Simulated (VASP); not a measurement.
# Nb (Fm-3m) in VASP: further runs

Nb is run at these levels: LDA; tasks: single point.

Everything below comes from runs of VASP 6.6.1. Logs are shortened: lines on timing, memory, paths and dates and some standing lists are left out, and cuts for length are marked.

### Step 1. The cell of the first run

Symmetry: Fm-3m, No. 225, cubic system. Conventional cell: a = 4.115 Å, b = 4.115 Å, c = 4.115 Å, α = 90.00°, β = 90.00°, γ = 90.00°. Within 3.8 Å of Nb (site symmetry m-3m) lie 12 Nb at 2.91 Å.

### Step 2. Single point, LDA

INCAR reads:

```
  ALGO = Normal
  EDIFF = 1E-6
  ENCUT = 500
  GGA_COMPAT = False
  ISIF = 2
  ISMEAR = -1
  LASPH = True
  LCHARG = True
  LELF = True
  LREAL = False
  LVHAR = True
  LWAVE = False
  NBANDS = 12
  NELM = 120
  PREC = Accurate
  SIGMA = 0.1
```

KPOINTS reads:

```
k-points
0
Gamma
  10 10 10
```

POSCAR reads:

```
Nb
1.0
    0.0000000000      2.0572866351      2.0572866351
    2.0572866351      0.0000000000      2.0572866351
    2.0572866351      2.0572866351      0.0000000000
Nb
1
Direct
    0.0000000000      0.0000000000      0.0000000000
```

Potentials or basis: VASP PAW LDA potentials, release 64 (Nb_sv).

Launch:

```
> cat potpaw_LDA.64/Nb_sv/POTCAR > POTCAR
> mpirun -np 1 vasp_std > vasp.out
```

OUTCAR:

```text
EDIFF = 1E-6
   ENCUT = 500
   ISIF = 2
   ISMEAR = -1
   LASPH = True
   LREAL = False
   NELM = 120
   PREC = Accurate

 ion  position               nearest neighbor table
   1  0.000  0.000  0.000-

  LATTYP: Found a face centered cubic cell.
 ALAT       =     4.1145732702

  Lattice vectors:

 A1 = (   0.0000000000,   2.0572866351,   2.0572866351)
 A2 = (   2.0572866351,   0.0000000000,   2.0572866351)
 A3 = (   2.0572866351,   2.0572866351,   0.0000000000)

Analysis of symmetry for initial positions (statically):
=====================================================================
 Subroutine PRICEL returns:
 Original cell was already a primitive cell.

 Routine SETGRP: Setting up the symmetry group for a
 face centered cubic supercell.

 Subroutine GETGRP returns: Found 48 space group operations
 (whereof 48 operations were pure point group operations)
 out of a pool of 48 trial point group operations.

The static configuration has the point symmetry O_h .

Analysis of symmetry for dynamics (positions and initial velocities):
=====================================================================
 Subroutine PRICEL returns:
 Original cell was already a primitive cell.

 Routine SETGRP: Setting up the symmetry group for a
 face centered cubic supercell.

 Subroutine GETGRP returns: Found 48 space group operations
 (whereof 48 operations were pure point group operations)
 out of a pool of 48 trial point group operations.

The dynamic configuration has the point symmetry O_h .

 Subroutine INISYM returns: Found 48 space group operations
 (whereof 48 operations are pure point group operations),
 and found     1 'primitive' translations

----------------------------------------------------------------------------------------

                                     Primitive cell

  volume of cell :      17.4146

  direct lattice vectors                    reciprocal lattice vectors
     0.000000000  2.057286635  2.057286635    -0.243038569  0.243038569  0.243038569
     2.057286635  0.000000000  2.057286635     0.243038569 -0.243038569  0.243038569
     2.057286635  2.057286635  0.000000000     0.243038569  0.243038569 -0.243038569

  length of vectors
     2.909442661  2.909442661  2.909442661     0.420955150  0.420955150  0.420955150

  position of ions in fractional coordinates (direct lattice)
     0.000000000  0.000000000  0.000000000

  ion indices of the primitive-cell ions
   primitive index   ion index
                 1           1

----------------------------------------------------------------------------------------

 KPOINTS: k-points

Automatic generation of k-mesh.
 Grid dimensions read from file:
 generate k-points for:   10   10   10

 Generating k-lattice:

  Cartesian coordinates                     Fractional coordinates (reciprocal lattice)
    -0.024303857  0.024303857  0.024303857     0.100000000  0.000000000  0.000000000
     0.024303857 -0.024303857  0.024303857     0.000000000  0.100000000  0.000000000
     0.024303857  0.024303857 -0.024303857     0.000000000  0.000000000  0.100000000

  Length of vectors
     0.042095515  0.042095515  0.042095515

  Shift w.r.t. Gamma in fractional coordinates (k-lattice)
     0.000000000  0.000000000  0.000000000

 Subroutine IBZKPT returns following result:
 ===========================================

 Found     47 irreducible k-points:

 Following reciprocal coordinates:
            Coordinates               Weight
  0.000000  0.000000  0.000000      1.000000
  0.100000  0.000000  0.000000      8.000000
  0.200000  0.000000  0.000000      8.000000
  0.300000  0.000000  0.000000      8.000000
  0.400000  0.000000  0.000000      8.000000
  0.500000  0.000000  0.000000      4.000000
[... 16 lines left out ...]
  0.300000  0.300000  0.000000      6.000000
  0.400000  0.300000  0.000000     24.000000
 [... further k-points ...]
   k-points           NKPTS =     47   k-points in BZ     NKDIM =     47   number of bands    NBANDS=     12
   number of dos      NEDOS =    301   number of ions     NIONS =      1
   total plane-waves  NPLWV =  13824
   dimension x,y,z NGX =    24 NGY =   24 NGZ =   24
   dimension x,y,z NGXF=    48 NGYF=   48 NGZF=   48
   ions per type =               1
   NGX,Y,Z   is equivalent  to a cutoff of  13.71, 13.71, 13.71 a.u.
   NGXF,Y,Z  is equivalent  to a cutoff of  27.43, 27.43, 27.43 a.u.
 SYSTEM =  unknown system
   PREC   = accura    normal or accurate (medium, high low for compatibility)
   ISTART =      0    job   : 0-new  1-cont  2-samecut
   ICHARG =      2    charge: 1-file 2-atom 10-const
   ISPIN  =      1    spin polarized calculation?
   LNONCOLLINEAR =      F non collinear calculations
   LSORBIT =      F    spin-orbit coupling
   LASPH  =      T    aspherical Exc in radial PAW
   ENCUT  =  500.0 eV  36.75 Ry    6.06 a.u.   5.30  5.30  5.30*2*pi/ulx,y,z
   NELM   =    120;   NELMIN=  2; NELMDL= -5     # of ELM steps
   EDIFF  = 0.1E-05   stopping-criterion for ELM
   LREAL  =      F    real-space projection
   EDIFFG = 0.1E-04   stopping-criterion for IOM
   NSW    =      0    number of steps for IOM
   IBRION =     -1    ionic relax: 0-MD 1-quasi-New 2-CG
   NFREE  =      0    steps in history (QN), initial steepest desc. (CG)
   ISIF   =      2    stress and relaxation
   ISYM   =      2    0-nonsym 1-usesym 2-fastsym
   POTIM  = 0.5000    time-step for ionic-motion
   TEBEG  =    0.0;   TEEND  =   0.0 temperature during run
   PSTRESS=    0.0 pullay stress
   NELECT =      13.0000    total number of electrons
   NUPDOWN=      -1.0000    fix difference up-down
   EMIN   =  10.00;   EMAX   =-10.00  energy-range for DOS
   EFERMI =   0.00;   METHOD = LEGACY
   ISMEAR =    -1;   SIGMA  =   0.10  broadening in eV -4-tet -1-fermi 0-gaus
   EFERMI_NEDOS =   21; number of points for ismear=-14 and -15
   IALGO  =     38    algorithm
   IMIX   =      4    mixing-type and parameters
     AMIX     =   0.40;   BMIX     =  1.00
     AMIX_MAG =   1.60;   BMIX_MAG =  1.00
  volume/ion in A,a.u.               =      17.41       117.52
  Fermi-wavevector in a.u.,A,eV,Ry     =   1.485084  2.806403 30.007320  2.205476
  Thomas-Fermi vector in A             =   2.598540
   LORBIT       =      0    0 simple, 1 ext, 2 COOP (PROOUT), +10 PAW based schemes
   GGA     = CA    functional components
   LHFCALC =     F    Hartree Fock is set to
   AEXX    =    0.0000 exact exchange contribution
   IVDW    =     0    specifies the selected vdW correction
   LEPSILON=     F    determine dielectric tensor
   LRPA    =     F    only Hartree local field effects (RPA)
 non-spin polarized calculation
  energy-cutoff  :      500.00
  volume of cell :       17.41
 maximum number of plane-waves:       459
 NGX is ok and might be reduce to    24
   NGX = 11   NGY = 11   NGZ = 11

 number of electron      13.0000000 magnetization

 Free energy of the ion-electron system (eV)
  ---------------------------------------------------
  ext. energy  EPLUGINS =         0.00000000
  ---------------------------------------------------
  free energy    TOTEN  =       -10.91730842 eV

  energy without entropy =      -10.87350973  energy(sigma->0) =      -10.89540908

 E-fermi :  11.8248     XC(G=0): -12.8918

 val. band max:       11.7854925559   @ k =   0.4000   0.0000   0.0000
 cond. band min:      11.8270274894   @ k =   0.4000   0.1000   0.0000
 fundamental gap:      0.0415349335
 Fermi energy:        11.8248037420

 k-point     1 :       0.0000    0.0000    0.0000
  band No.  band energies     occupation
      1     -42.5725      2.00000
      2     -17.9546      2.00000
      3     -17.9546      2.00000
      4     -17.9546      2.00000
      5       5.4797      2.00000
      6      11.8710      0.77317
      7      11.8710      0.77317
      8      11.8710      0.77317
      9      14.7304      0.00000
     10      14.7304      0.00000
     11      23.7903      0.00000
     12      28.8357      0.00000

 k-point     2 :       0.1000    0.0000    0.0000
  band No.  band energies     occupation
      1     -42.5474      2.00000
      2     -18.1115      2.00000
      3     -17.9736      2.00000
      4     -17.9736      2.00000
      5       5.8792      2.00000
      6      11.5752      1.84769
      7      12.0489      0.19229
      8      12.0489      0.19229
      9      14.5732      0.00000
     10      14.5732      0.00000
     11      24.5810      0.00000
     12      27.5175      0.00000

 k-point     3 :       0.2000    0.0000    0.0000
  band No.  band energies     occupation
      1     -42.4812      2.00000
      2     -18.5101      2.00000
      3     -18.0231      2.00000
      4     -18.0231      2.00000
      5       6.8627      2.00000
      6      11.1057      1.99849
      7      12.3048      0.01632
      8      12.3048      0.01632
      9      14.5203      0.00000
     10      14.5203      0.00000
     11      25.1113      0.00000
     12      26.9995      0.00000
[... 286 lines left out ...]
 k-point    23 :       0.3000    0.3000    0.0000
  band No.  band energies     occupation
      1     -42.3409      2.00000
      2     -18.9251      2.00000
      3     -18.3123      2.00000
      4     -18.3123      2.00000
      5       8.1018      2.00000
      6       9.1220      2.00000
      7      12.7801      0.00014
      8      14.6869      0.00000
      9      14.6869      0.00000
     10      16.0531      0.00000
     11      28.1895      0.00000
     12      28.1906      0.00000

 k-point    24 :       0.4000    0.3000    0.0000
  band No.  band energies     occupation
      1     -42.2871      2.00000
      2     -19.1197      2.00000
      3     -18.4228      2.00000
      4     -18.3713      2.00000
      5       8.1501      2.00000
      6       8.8968      2.00000
      7      12.8710      0.00006
      8      14.9090      0.00000
      9      16.4312      0.00000
     10      16.8064      0.00000
     11      25.7271      0.00000
     12      27.0314      0.00000

 [... further k-points ...]
[... 5 lines left out ...]
  --------------------------------------------------------------------------------------
  -------------------------------------------------------------------------------------
  Total        0.4022685      0.4022685      0.4022685      0.0000000     -0.0000000      0.0000000
  in kB       37.0094140     37.0094140     37.0094140      0.0000000     -0.0000000      0.0000000
  external PRESSURE =      37.0094140 kB  Pullay stress =       0.0000000 kB

 VOLUME and BASIS-vectors are now :
 -----------------------------------------------------------------------------
  energy-cutoff  :      500.00
  volume of cell :       17.41
      direct lattice vectors                 reciprocal lattice vectors
     0.000000000  2.057286635  2.057286635    -0.243038569  0.243038569  0.243038569
     2.057286635  0.000000000  2.057286635     0.243038569 -0.243038569  0.243038569
     2.057286635  2.057286635  0.000000000     0.243038569  0.243038569 -0.243038569

 POSITION                                       TOTAL-FORCE (eV/Angst)
 -----------------------------------------------------------------------------------
      0.00000      0.00000      0.00000        -0.000000     -0.000000      0.000000
 -----------------------------------------------------------------------------------
    total drift:                                0.000000      0.000000     -0.000000

  FREE ENERGIE OF THE ION-ELECTRON SYSTEM (eV)
  ---------------------------------------------------
  free  energy   TOTEN  =       -10.9173084188 eV

  energy  without entropy=      -10.8735097344  energy(sigma->0) =      -10.89540908
```

Run time: 15 s. Hardware: 1 thread of Intel Xeon 8259CL, shared host; peak memory 0.13 GiB.

What came out:

```
Free energy : -10.9173 eV
Pressure    : 3.7 GPa
```

Levels at points of the mesh, in eV from the Fermi level:
| k point | band 3 | band 4 | band 5 | band 6 | band 7 | band 8 | band 9 | band 10 |
| --- | --- | --- | --- | --- | --- | --- | --- | --- |
| (0.00, 0.00, 0.00) | -29.78 | -29.78 | -6.35 | 0.05 | 0.05 | 0.05 | 2.91 | 2.91 |
| (0.50, 0.00, 0.00) | -29.97 | -29.97 | -4.11 | -0.18 | -0.18 | 1.76 | 5.13 | 5.13 |
| (0.50, 0.50, 0.00) | -30.32 | -30.32 | -4.47 | -3.69 | 4.13 | 5.09 | 5.78 | 5.78 |

### Step 3. Single point, LDA

This run uses another cell than the first one, of 17.77 Å³/atom, 1.020 times its volume.

INCAR reads:

```
SYSTEM = Nb
ALGO     = Normal         ! electronic algorithm
EDIFF    = 1E-6           ! SCF threshold, eV
ENCUT    = 500            ! plane-wave cutoff, eV
GGA      = CA             ! functional
GGA_COMPAT= .False.      
ISIF     = 2              ! what is computed and relaxed
ISMEAR   = -1             ! smearing method
LASPH    = .True.         ! aspherical terms in the spheres
LCHARG   = .False.        ! write CHGCAR
LREAL    = .False.        ! projectors in reciprocal space
LWAVE    = .False.        ! write WAVECAR
NBANDS   = 12             ! bands
NELM     = 120            ! most SCF steps
PREC     = Accurate       ! precision mode
SIGMA    = 0.1            ! smearing width, eV
```

KPOINTS reads:

```
k-points
0
Gamma
  10 10 10
  0 0 0
```

POSCAR reads:

```
Nb
1.0
    0.0000000000      2.0711876421      2.0711876421
    2.0711876421      0.0000000000      2.0711876421
    2.0711876421      2.0711876421      0.0000000000
Nb
1
Direct
    0.0000000000      0.0000000000      0.0000000000
```

Potentials or basis: VASP PAW LDA potentials, release 64 (Nb_sv).

Launch:

```
> cat potpaw_LDA.64/Nb_sv/POTCAR > POTCAR
> mpirun -np 1 vasp_std > vasp.out
```

Wall time 15 s (1 thread of Intel Xeon 8259CL, shared host); peak memory 0.13 GiB.

It converged, with:

| Quantity | Value |
| --- | --- |
| Free energy | -10.9216 eV |
| Pressure | -0.2 GPa |

Levels at points of the mesh, in eV from the Fermi level:
| k point | band 3 | band 4 | band 5 | band 6 | band 7 | band 8 | band 9 | band 10 |
| --- | --- | --- | --- | --- | --- | --- | --- | --- |
| (0.00, 0.00, 0.00) | -29.84 | -29.84 | -6.30 | 0.06 | 0.06 | 0.06 | 2.84 | 2.84 |
| (0.50, 0.00, 0.00) | -30.03 | -30.03 | -4.03 | -0.15 | -0.15 | 1.67 | 5.00 | 5.00 |
| (0.50, 0.50, 0.00) | -30.35 | -30.35 | -4.35 | -3.58 | 3.99 | 4.96 | 5.63 | 5.63 |

### Step 4. Single point, LDA

This run uses another cell than the first one, of 18.13 Å³/atom, 1.041 times its volume.

INCAR reads:

```
PREC     = Accurate       # precision mode
ENCUT    = 500            # plane-wave cutoff, eV
EDIFF    = 1E-6           # SCF threshold, eV
ISMEAR   = -1             # smearing method
SIGMA    = 0.1            # smearing width, eV
LREAL    = False          # projectors in reciprocal space
LASPH    = True           # aspherical terms in the spheres
NELM     = 120            # most SCF steps
ALGO     = Normal         # electronic algorithm
ISIF     = 2              # what is computed and relaxed
LWAVE    = False          # write WAVECAR
LCHARG   = False          # write CHGCAR
GGA      = CA             # functional
NBANDS   = 12             # bands
GGA_COMPAT= False
```

KPOINTS reads:

```
Automatic mesh
0
Gamma
  10 10 10
```

POSCAR reads:

```
Nb
1.0
    0.0000000000      2.0849045163      2.0849045163
    2.0849045163      0.0000000000      2.0849045163
    2.0849045163      2.0849045163      0.0000000000
Nb
1
Direct
    0.0000000000      0.0000000000      0.0000000000
```

Launch:

```
> cat potpaw_LDA.64/Nb_sv/POTCAR > POTCAR
> mpirun -np 1 vasp_std > vasp.out
```

Run time: 14 s. Hardware: 1 thread of Intel Xeon 8259CL, shared host; peak memory 0.13 GiB.

Results (log left out):

| Quantity | Value |
| --- | --- |
| Free energy | -10.9176 eV |
| Pressure | -3.7 GPa |

Levels at points of the mesh, in eV from the Fermi level:
```
           k point  band 3  band 4  band 5  band 6  band 7  band 8  band 9  band 10
(0.00, 0.00, 0.00)  -29.90  -29.90   -6.26    0.08    0.08    0.08    2.78     2.78
(0.50, 0.00, 0.00)  -30.08  -30.08   -3.95   -0.13   -0.13    1.59    4.88     4.88
(0.50, 0.50, 0.00)  -30.38  -30.38   -4.24   -3.48    3.86    4.84    5.49     5.49
```

### Step 5. Summary

```csv
cell,gap on the mesh (eV),pressure (GPa)
"a = 2.909 Å, angles 60.0°, 1 atom",none,3.7
"a = 2.929 Å, angles 60.0°, 1 atom",none,-0.2
"a = 2.949 Å, angles 60.0°, 1 atom",none,-3.7
```

Alike in all rows: task single point; level LDA; potentials or basis VASP PAW LDA potentials, release 64 (Nb_sv); no spin polarisation; k mesh 10 × 10 × 10; cutoff (eV) 500; smearing fermi-dirac 0.1 eV.

Total energies depend on the potentials used, so only differences within one code and one set of settings carry meaning.
